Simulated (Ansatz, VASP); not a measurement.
# Two plane-wave programs on Mg

```
Mg
1.0
     3.20927    0.00000    0.00000
    -1.60464    2.77931    0.00000
     0.00000    0.00000    5.62716
Mg
2
Cartesian
  0.0000 1.8529 1.4068
  1.6046 0.9264 4.2204
```

Change from the starting cell: strain +0.000 along x and y, +0.080 along z, atoms carried along.

Alike in both runs: task single point; functional PBEsol; k mesh 18 × 18 × 10; occupations gaussian, width 0.15 eV; no spin polarisation.

|  | VASP | Ansatz |
| --- | --- | --- |
| version | VASP 6.6.1 | Ansatz 0.2.0 |
| potentials or method | VASP PAW PBE potentials, release 64 (Mg), cutoff 520 eV | scalar-relativistic, plane waves, PAW |
| valence electrons in the cell | 4 | 20 |

```tsv
	VASP	Ansatz	Ansatz less VASP
gap on the k mesh at the Fermi level (eV)	none	none	-
pressure (GPa)	-3.1	-3.0	+0.07
traceless stress, the component that is largest in VASP (GPa)	-1.75	-1.74	+0.006
```

VASP's potentials were made for PBE, not for PBEsol. A gap of «none» marks a metal or a gap that the smearing closes. VASP's potentials hold 4 valence electrons a cell and Ansatz's 20, so a difference there can come from the potentials and not from the codes.
